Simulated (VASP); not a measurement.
# GaN (F-43m) in VASP: notebook

GaN is run at these levels: PBEsol; tasks: single point.

All numbers are computed with VASP 6.6.1; they aren't measurements. Logs are shortened: lines on timing, memory, paths and dates and some standing lists are left out, and cuts for length are marked.

## Step 1: The cell of the first run

It takes space group F-43m (No. 216, cubic). The conventional cell has a = 4.507 Å, b = 4.507 Å, c = 4.507 Å, α = 90.00°, β = 90.00°, γ = 90.00°. Within 2.6 Å of Ga (site symmetry -43m) lie 4 N at 1.95 Å. Within 2.6 Å of N (site symmetry -43m) lie 4 Ga at 1.95 Å.

## Step 2: Single point, PBEsol

The input, INCAR:

```
SYSTEM = GaN
PREC     = Accurate       ! precision mode
ENCUT    = 520            ! plane-wave cutoff, eV
EDIFF    = 1E-6           ! SCF threshold, eV
ISMEAR   = 0              ! smearing method
SIGMA    = 0.01           ! smearing width, eV
LREAL    = .FALSE.        ! projectors in reciprocal space
LASPH    = .TRUE.         ! aspherical terms in the spheres
NELM     = 60             ! most SCF steps
ALGO     = Normal         ! electronic algorithm
ISIF     = 2              ! what is computed and relaxed
LWAVE    = .FALSE.        ! write WAVECAR
LCHARG   = .FALSE.        ! write CHGCAR
GGA      = PS             ! functional
NBANDS   = 16             ! bands
```

The input, KPOINTS:

```
Automatic mesh
0
G
  4 4 4
  0 0 0
```

The input, POSCAR:

```
GaN
1.0
    0.0000000000      2.2535006100      2.2535006100
    2.2535006100      0.0000000000      2.2535006100
    2.2535006100      2.2535006100      0.0000000000
Ga N
1 1
Direct
    0.0000000000      0.0000000000      0.0000000000
    0.7500000000      0.7500000000      0.7500000000
```

Potentials or basis: VASP PAW PBE potentials, release 64 (Ga_d, N).

The run is started by

```sh
$ cat potpaw_PBE.64/Ga_d/POTCAR potpaw_PBE.64/N/POTCAR > POTCAR
$ mpirun -np 1 vasp_std > vasp.out
```

OUTCAR:

```text
SYSTEM = GaN
   PREC = Accurate
   ENCUT = 520
   EDIFF = 1E-6
   ISMEAR = 0
   LREAL = .FALSE.
   LASPH = .TRUE.
   NELM = 60
   ISIF = 2
   GGA = PS

 ion  position               nearest neighbor table
   1  0.000  0.000  0.000-   2 1.95   2 1.95   2 1.95   2 1.95
   2  0.750  0.750  0.750-   1 1.95   1 1.95   1 1.95   1 1.95

  LATTYP: Found a face centered cubic cell.
 ALAT       =     4.5070012200

  Lattice vectors:

 A1 = (   0.0000000000,   2.2535006100,   2.2535006100)
 A2 = (   2.2535006100,   0.0000000000,   2.2535006100)
 A3 = (   2.2535006100,   2.2535006100,   0.0000000000)

Analysis of symmetry for initial positions (statically):
=====================================================================
 Subroutine PRICEL returns:
 Original cell was already a primitive cell.

 Routine SETGRP: Setting up the symmetry group for a
 face centered cubic supercell.

 Subroutine GETGRP returns: Found 24 space group operations
 (whereof 24 operations were pure point group operations)
 out of a pool of 48 trial point group operations.

The static configuration has the point symmetry T_d .

Analysis of symmetry for dynamics (positions and initial velocities):
=====================================================================
 Subroutine PRICEL returns:
 Original cell was already a primitive cell.

 Routine SETGRP: Setting up the symmetry group for a
 face centered cubic supercell.

 Subroutine GETGRP returns: Found 24 space group operations
 (whereof 24 operations were pure point group operations)
 out of a pool of 48 trial point group operations.

The dynamic configuration has the point symmetry T_d .

 Subroutine INISYM returns: Found 24 space group operations
 (whereof 24 operations are pure point group operations),
 and found     1 'primitive' translations

----------------------------------------------------------------------------------------

                                     Primitive cell

  volume of cell :      22.8877

  direct lattice vectors                    reciprocal lattice vectors
     0.000000000  2.253500610  2.253500610    -0.221877020  0.221877020  0.221877020
     2.253500610  0.000000000  2.253500610     0.221877020 -0.221877020  0.221877020
     2.253500610  2.253500610  0.000000000     0.221877020  0.221877020 -0.221877020

  length of vectors
     3.186931125  3.186931125  3.186931125     0.384302272  0.384302272  0.384302272

  position of ions in fractional coordinates (direct lattice)
     0.000000000  0.000000000  0.000000000
     0.750000000  0.750000000  0.750000000

  ion indices of the primitive-cell ions
   primitive index   ion index
                 1           1
                 2           2

----------------------------------------------------------------------------------------

 KPOINTS: Automatic mesh

Automatic generation of k-mesh.
 Grid dimensions read from file:
 generate k-points for:    4    4    4

 Generating k-lattice:

  Cartesian coordinates                     Fractional coordinates (reciprocal lattice)
    -0.055469255  0.055469255  0.055469255     0.250000000  0.000000000  0.000000000
     0.055469255 -0.055469255  0.055469255     0.000000000  0.250000000  0.000000000
     0.055469255  0.055469255 -0.055469255     0.000000000  0.000000000  0.250000000

  Length of vectors
     0.096075568  0.096075568  0.096075568

  Shift w.r.t. Gamma in fractional coordinates (k-lattice)
     0.000000000  0.000000000  0.000000000

 Subroutine IBZKPT returns following result:
 ===========================================

 Found      8 irreducible k-points:

 Following reciprocal coordinates:
            Coordinates               Weight
  0.000000  0.000000  0.000000      1.000000
  0.250000  0.000000  0.000000      8.000000
  0.500000  0.000000  0.000000      4.000000
  0.250000  0.250000  0.000000      6.000000
  0.500000  0.250000  0.000000     24.000000
 -0.250000  0.250000  0.000000     12.000000
  0.500000  0.500000  0.000000      3.000000
 -0.250000  0.500000  0.250000      6.000000
   k-points           NKPTS =      8   k-points in BZ     NKDIM =      8   number of bands    NBANDS=     16
   number of dos      NEDOS =    301   number of ions     NIONS =      2
   total plane-waves  NPLWV =  13824
   dimension x,y,z NGX =    24 NGY =   24 NGZ =   24
   dimension x,y,z NGXF=    48 NGYF=   48 NGZF=   48
   ions per type =               1   1
   NGX,Y,Z   is equivalent  to a cutoff of  12.52, 12.52, 12.52 a.u.
   NGXF,Y,Z  is equivalent  to a cutoff of  25.04, 25.04, 25.04 a.u.
 SYSTEM =  GaN
   PREC   = accura    normal or accurate (medium, high low for compatibility)
   ISTART =      0    job   : 0-new  1-cont  2-samecut
   ICHARG =      2    charge: 1-file 2-atom 10-const
   ISPIN  =      1    spin polarized calculation?
   LNONCOLLINEAR =      F non collinear calculations
   LSORBIT =      F    spin-orbit coupling
   LASPH  =      T    aspherical Exc in radial PAW
   ENCUT  =  520.0 eV  38.22 Ry    6.18 a.u.   5.93  5.93  5.93*2*pi/ulx,y,z
   NELM   =     60;   NELMIN=  2; NELMDL= -5     # of ELM steps
   EDIFF  = 0.1E-05   stopping-criterion for ELM
   LREAL  =      F    real-space projection
[... 7 lines left out ...]
   TEBEG  =    0.0;   TEEND  =   0.0 temperature during run
   PSTRESS=    0.0 pullay stress
   NELECT =      18.0000    total number of electrons
   NUPDOWN=      -1.0000    fix difference up-down
   EMIN   =  10.00;   EMAX   =-10.00  energy-range for DOS
   EFERMI =   0.00;   METHOD = LEGACY
   ISMEAR =     0;   SIGMA  =   0.01  broadening in eV -4-tet -1-fermi 0-gaus
   EFERMI_NEDOS =   21; number of points for ismear=-14 and -15
   IALGO  =     38    algorithm
   IMIX   =      4    mixing-type and parameters
     AMIX     =   0.40;   BMIX     =  1.00
     AMIX_MAG =   1.60;   BMIX_MAG =  1.00
  volume/ion in A,a.u.               =      11.44        77.23
  Fermi-wavevector in a.u.,A,eV,Ry     =   1.511117  2.855596 31.068543  2.283473
  Thomas-Fermi vector in A             =   2.621216
   LORBIT       =      0    0 simple, 1 ext, 2 COOP (PROOUT), +10 PAW based schemes
   GGA     = PS    functional components
   LHFCALC =     F    Hartree Fock is set to
   AEXX    =    0.0000 exact exchange contribution
   IVDW    =     0    specifies the selected vdW correction
   LEPSILON=     F    determine dielectric tensor
   LRPA    =     F    only Hartree local field effects (RPA)
 non-spin polarized calculation
 Gauss-broadening in eV      SIGMA  =   0.01
  energy-cutoff  :      520.00
  volume of cell :       22.89
 maximum number of plane-waves:       636
   NGX = 11   NGY = 11   NGZ = 11

 number of electron      18.0000004 magnetization

 Free energy of the ion-electron system (eV)
  ---------------------------------------------------
  ext. energy  EPLUGINS =         0.00000000
  ---------------------------------------------------
  free energy    TOTEN  =       -13.05556292 eV

  energy without entropy =      -13.05556292  energy(sigma->0) =      -13.05556292

 E-fermi :   5.2536     XC(G=0): -11.8926

 val. band max:        5.1985413432   @ k =   0.0000   0.0000   0.0000
 cond. band min:       6.8588548674   @ k =   0.0000   0.0000   0.0000
 fundamental gap:      1.6603135242
 Fermi energy:         5.2535730162

 k-point     1 :       0.0000    0.0000    0.0000
  band No.  band energies     occupation
      1     -10.7475      2.00000
      2      -8.2536      2.00000
      3      -8.2536      2.00000
      4      -8.2536      2.00000
      5      -7.9307      2.00000
      6      -7.9307      2.00000
[... 8 lines left out ...]
     15      23.8446      0.00000
     16      23.8446      0.00000

 k-point     2 :       0.2500    0.0000    0.0000
  band No.  band energies     occupation
      1     -10.1883      2.00000
      2      -8.1920      2.00000
      3      -8.1920      2.00000
      4      -7.9259      2.00000
      5      -7.9259      2.00000
      6      -7.8922      2.00000
[... 8 lines left out ...]
     15      21.8957      0.00000
     16      21.8957      0.00000

 k-point     3 :       0.5000    0.0000    0.0000
  band No.  band energies     occupation
      1      -9.8130      2.00000
      2      -8.1654      2.00000
      3      -8.1654      2.00000
      4      -7.8829      2.00000
      5      -7.8829      2.00000
      6      -6.6617      2.00000
[... 8 lines left out ...]
     15      24.6975      0.00000
     16      24.6975      0.00000

 k-point     4 :       0.2500    0.2500    0.0000
  band No.  band energies     occupation
      1     -10.0279      2.00000
      2      -8.1099      2.00000
      3      -8.1099      2.00000
      4      -8.0914      2.00000
      5      -7.8917      2.00000
      6      -7.7510      2.00000
[... 8 lines left out ...]
     15      26.4725      0.00000
     16      27.2979      0.00000

 k-point     5 :       0.5000    0.2500    0.0000
  band No.  band energies     occupation
      1      -9.7072      2.00000
      2      -8.1383      2.00000
      3      -8.0517      2.00000
      4      -8.0002      2.00000
      5      -7.8761      2.00000
      6      -6.4990      2.00000
[... 8 lines left out ...]
     15      26.2407      0.00000
     16      26.6544      0.00000

 k-point     6 :      -0.2500    0.2500    0.0000
  band No.  band energies     occupation
      1      -9.7928      2.00000
      2      -8.1550      2.00000
      3      -8.1033      2.00000
      4      -7.9455      2.00000
      5      -7.9417      2.00000
      6      -6.9256      2.00000
[... 8 lines left out ...]
     15      22.3708      0.00000
     16      26.5499      0.00000

 k-point     7 :       0.5000    0.5000    0.0000
  band No.  band energies     occupation
      1      -9.6390      2.00000
      2      -8.1722      2.00000
      3      -7.9462      2.00000
      4      -7.9462      2.00000
      5      -7.8527      2.00000
      6      -6.2266      2.00000
[... 8 lines left out ...]
     15      26.8410      0.00000
     16      29.7103      0.00000

 k-point     8 :      -0.2500    0.5000    0.2500
  band No.  band energies     occupation
      1      -9.6363      2.00000
      2      -8.1063      2.00000
      3      -8.0785      2.00000
      4      -7.9218      2.00000
      5      -7.9203      2.00000
      6      -5.9300      2.00000
[... 8 lines left out ...]
     15      24.3599      0.00000
     16      28.7112      0.00000

------------------------ aborting loop because EDIFF is reached ----------------------------------------

  FORCE on cell =-STRESS in cart. coord.  units (eV):
  Direction    XX          YY          ZZ          XY          YZ          ZX
  --------------------------------------------------------------------------------------
  -------------------------------------------------------------------------------------
  Total       -0.1977062     -0.1977062     -0.1977062     -0.0000000     -0.0000000      0.0000000
  in kB      -13.8397344    -13.8397344    -13.8397344     -0.0000000     -0.0000000      0.0000000
  external PRESSURE =     -13.8397344 kB  Pullay stress =       0.0000000 kB

 VOLUME and BASIS-vectors are now :
 -----------------------------------------------------------------------------
  energy-cutoff  :      520.00
  volume of cell :       22.89
      direct lattice vectors                 reciprocal lattice vectors
     0.000000000  2.253500610  2.253500610    -0.221877020  0.221877020  0.221877020
     2.253500610  0.000000000  2.253500610     0.221877020 -0.221877020  0.221877020
     2.253500610  2.253500610  0.000000000     0.221877020  0.221877020 -0.221877020

 POSITION                                       TOTAL-FORCE (eV/Angst)
 -----------------------------------------------------------------------------------
      0.00000      0.00000      0.00000        -0.000000      0.000000     -0.000000
      3.38025      3.38025      3.38025         0.000000     -0.000000      0.000000
 -----------------------------------------------------------------------------------
    total drift:                               -0.000001     -0.000001     -0.000001

  FREE ENERGIE OF THE ION-ELECTRON SYSTEM (eV)
  ---------------------------------------------------
  free  energy   TOTEN  =       -13.0555629241 eV

  energy  without entropy=      -13.0555629241  energy(sigma->0) =      -13.05556292
```

Run time: 3.1 s. Hardware: 1 thread of Intel Xeon Platinum 8488C (Sapphire Rapids), shared host; peak memory 0.13 GiB.

What came out:

- Free energy: -13.0556 eV
- Pressure: -1.4 GPa
- Band gap on the k mesh: 1.66 eV, direct

Levels at points of the mesh, in eV from the valence-band top:
| k point | band 7 | band 8 | band 9 | band 10 | band 11 | band 12 |
| --- | --- | --- | --- | --- | --- | --- |
| (0.00, 0.00, 0.00) | 0.00 | 0.00 | 0.00 | 1.66 | 10.16 | 10.16 |
| (0.50, 0.00, 0.00) | -7.14 | -0.98 | -0.98 | 4.53 | 8.62 | 10.22 |
| (0.50, 0.50, 0.00) | -6.21 | -2.75 | -2.75 | 3.18 | 6.53 | 11.56 |

Caveat: the k points lie up to 0.60 Å⁻¹ apart; the PAW data sets were made with another functional, which shifts forces and pressure a little.

## Step 3: Single point, PBEsol

The input, INCAR:

```
PREC     = Accurate       # precision mode
ENCUT    = 520            # plane-wave cutoff, eV
EDIFF    = 1E-7           # SCF threshold, eV
ISMEAR   = 0              # smearing method
SIGMA    = 0.01           # smearing width, eV
LREAL    = F              # projectors in reciprocal space
LASPH    = T              # aspherical terms in the spheres
NELM     = 60             # most SCF steps
ALGO     = Normal         # electronic algorithm
ISIF     = 2              # what is computed and relaxed
LWAVE    = F              # write WAVECAR
LCHARG   = T              # write CHGCAR
GGA      = PS             # functional
LELF     = T              # ELF
LVHAR    = T            
NBANDS   = 16             # bands
```

The input, KPOINTS:

```
regular mesh
0
Gamma
  10 10 10
```

POSCAR is that of step 2.

Potentials or basis: VASP PAW PBE potentials, release 64 (Ga_d, N).

The run is started by

```sh
$ cat potpaw_PBE.64/Ga_d/POTCAR potpaw_PBE.64/N/POTCAR > POTCAR
$ mpirun -np 1 vasp_std > vasp.out
```

It took 8.7 s on 1 thread of Intel Xeon Platinum 8488C (Sapphire Rapids), shared host; peak memory 0.14 GiB.

Results (log left out):

- Free energy: -13.1220 eV
- Pressure: -1.3 GPa
- Band gap on the k mesh: 1.68 eV, direct

Levels at points of the mesh, in eV from the valence-band top:
```csv
k point,band 7,band 8,band 9,band 10,band 11,band 12
"(0.00, 0.00, 0.00)",0.00,0.00,0.00,1.68,10.20,10.20
"(0.50, 0.00, 0.00)",-7.11,-0.98,-0.98,4.56,8.63,10.26
"(0.50, 0.50, 0.00)",-6.18,-2.73,-2.73,3.22,6.56,11.57
```

Caveat: the PAW data sets were made with another functional, which shifts forces and pressure a little. A hybrid or GW would open this gap; PBEsol tends to underestimate it.

## Step 4: Single point, PBEsol

The input, INCAR:

```
PREC = Accurate
ENCUT = 520
EDIFF = 1E-6
ISMEAR = 0
SIGMA = 0.01
LREAL = False
LASPH = True
NELM = 80
ALGO = Normal
ISIF = 2
LWAVE = False
LCHARG = False
GGA = PS
NBANDS = 16
```

The input, KPOINTS:

```
regular mesh
0
Gamma
  12 12 12
```

POSCAR is that of step 3.

The run is started by

```sh
$ cat potpaw_PBE.64/Ga_d/POTCAR potpaw_PBE.64/N/POTCAR > POTCAR
$ mpirun -np 1 vasp_std > vasp.out
```

Run time: 11 s. Hardware: 1 thread of Intel Xeon Platinum 8488C (Sapphire Rapids), shared host; peak memory 0.15 GiB.

The run converged. Its results:

```yaml
Free_energy: -13.1220 eV
Pressure: -1.3 GPa
Band_gap_on_the_k_mesh: 1.68 eV, direct
```

Levels at points of the mesh, in eV from the valence-band top:
| k point | band 5 | band 6 | band 7 | band 8 | band 9 | band 10 | band 11 | band 12 | band 13 | band 14 |
| --- | --- | --- | --- | --- | --- | --- | --- | --- | --- | --- |
| (0.00, 0.00, 0.00) | -13.08 | -13.08 | 0.00 | 0.00 | 0.00 | 1.68 | 10.20 | 10.20 | 10.20 | 17.38 |
| (0.50, 0.00, 0.00) | -13.03 | -11.83 | -7.11 | -0.98 | -0.98 | 4.56 | 8.63 | 10.26 | 10.26 | 15.44 |
| (0.50, 0.50, 0.00) | -13.00 | -11.40 | -6.18 | -2.73 | -2.73 | 3.22 | 6.56 | 11.57 | 13.88 | 13.88 |

Caveat: the PAW data sets were made with another functional, which shifts forces and pressure a little.

## Step 5: Summary

| k mesh | gap on the mesh (eV) | pressure (GPa) |
| --- | --- | --- |
| 4 × 4 × 4 | 1.66 | -1.4 |
| 10 × 10 × 10 | 1.68 | -1.3 |
| 12 × 12 × 12 | 1.68 | -1.3 |

Alike in all rows: task single point; level PBEsol; potentials or basis VASP PAW PBE potentials, release 64 (Ga_d, N); no spin polarisation; cell as given; cutoff (eV) 520; smearing gaussian 0.01 eV.

Caveats: some runs use coarse meshes; the PAW data sets were made with another functional, which shifts forces and pressure a little.

Total energies depend on the potentials used, so only differences within one code and one set of settings carry meaning.
